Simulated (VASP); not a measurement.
A run of VASP 6.6.1:

The input POSCAR:

```
CoSi
1.0
    0.0000000000      1.8969273970      1.8969273970
    1.8969273970      0.0000000000      1.8969273970
    1.8969273970      1.8969273970      0.0000000000
Co Si
1 1
Direct
    0.0000000000      0.0000000000      0.0000000000
    0.5000000000      0.5000000000      0.5000000000
```

The input INCAR.step1:

```
SYSTEM = CoSi
PREC = Accurate
ENCUT = 660
ISMEAR = -1
SIGMA = 0.1
LREAL = .False.
LASPH = .True.
NELM = 120
NBANDS = 14
ISYM = 0
GGA = PE
ALGO = Normal
EDIFF = 1E-5
LWAVE = .True.
LCHARG = .False.
GGA_COMPAT = .False.
```

The input INCAR.step2:

```
SYSTEM = CoSi
PREC = Accurate
ENCUT = 660
EDIFF = 1E-6
ISMEAR = -1
SIGMA = 0.1
LREAL = .False.
LASPH = .True.
NELM = 120
ALGO = Normal
ISIF = 2
LWAVE = .False.
LCHARG = .True.
METAGGA = R2SCAN
LMIXTAU = .True.
LELF = .True.
LVHAR = .True.
NBANDS = 14
ISYM = 0
ISTART = 1
GGA_COMPAT = .False.
```

File KPOINTS:

```
Automatic mesh
0
Gamma
  14 14 14
  0.5 0.5 0.5
```

Potentials or basis: VASP PAW PBE potentials, release 64 (Co, Si).

The run is started by

```console
$ cat potpaw_PBE.64/Co/POTCAR potpaw_PBE.64/Si/POTCAR > POTCAR
$ cp INCAR.step1 INCAR
$ mpirun -np 1 vasp_std > vasp.out
$ cp INCAR.step2 INCAR
$ mpirun -np 1 vasp_std > vasp.out
```

Hardware: 1 thread of Intel(R) Xeon(R) 6975P-C (Granite Rapids), on a shared host.

**Question.** How long does it take, and how much memory?

**Answer.** Run time: 23 min on 1 thread of Intel(R) Xeon(R) 6975P-C (Granite Rapids), on a shared host, peak memory 1.5 GiB. Counts: k points 5488.
